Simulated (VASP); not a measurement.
Write the native input for VASP 6.6.1 that does the following.

```
Task                               : single point
Functional                         : HSE06
Potentials or basis                : VASP PAW PBE potentials, release 64 (Ta_pv, N)
Cutoff                             : 520 eV
k mesh                             : 8 × 8 × 6
Occupations                        : fermi-dirac, width 0.05 eV
Spin                               : no spin polarisation
Dipole correction                  : no
Grid for exact exchange (PRECFOCK) : Normal
Further INCAR settings             : ALGO = Normal; EDIFF = 1e-07; NBANDS = 15
Share of exact exchange            : 0.25
Screening parameter                : 0.2079 1/Å
```

The system is TaN.

```
Ta N
1.0
     2.93800    0.00000    0.00000
    -1.46900    2.54438    0.00000
     0.00000    0.00000    2.88300
Ta N
1 1
Cartesian
  0.0000 0.0000 1.4415
  1.4690 0.8481 0.0000
```

One way to write it, as run:

POSCAR

```
TaN
1.0
    2.9380000000      0.0000000000      0.0000000000
   -1.4690000000      2.5443826363      0.0000000000
    0.0000000000      0.0000000000      2.8830000000
Ta N
1 1
Direct
    0.0000000000      0.0000000000      0.5000000000
    0.6666666667      0.3333333333      0.0000000000
```

INCAR.step1

```
ALGO = Normal ; EDIFF = 1E-5
ENCUT = 520 ; GGA = PE
ISIF = 2 ; ISMEAR = -1
LASPH = True ; LCHARG = False
LREAL = False ; LWAVE = True
NBANDS = 15 ; NELM = 80
PREC = Accurate ; SIGMA = 0.05
```

INCAR.step2

```
ALGO = Normal ; EDIFF = 1E-7
ENCUT = 520 ; GGA = PE
HFSCREEN = 0.2079 ; ISIF = 2
ISMEAR = -1 ; ISTART = 1
LASPH = True ; LCHARG = False
LHFCALC = True ; LREAL = False
LWAVE = False ; NBANDS = 15
NELM = 80 ; PREC = Accurate
PRECFOCK = Normal ; SIGMA = 0.05
```

KPOINTS

```
k-points
0
Gamma
  8 8 6
```

Potentials or basis: VASP PAW PBE potentials, release 64 (Ta_pv, N).

Launch:

```bash
$ cat potpaw_PBE.64/Ta_pv/POTCAR potpaw_PBE.64/N/POTCAR > POTCAR
$ cp INCAR.step1 INCAR
$ mpirun -np 1 vasp_std > vasp.out
$ cp INCAR.step2 INCAR
$ mpirun -np 1 vasp_std > vasp.out
```

Results of the run:

```yaml
Pressure: -4.2 GPa
Band_gap_on_the_k_mesh: zero (bands 8 and 9 overlap by 0.41 eV)
```

Caveat: the k points lie up to 0.36 Å⁻¹ apart; the PAW data sets were made with another functional, which shifts forces and pressure a little; spin-orbit coupling is left out, which moves the levels of the heavy elements.

Wall time 2.2 h on 1 thread of Oxide Virtual Turin-like Processor, on a shared host, peak memory 0.24 GiB.
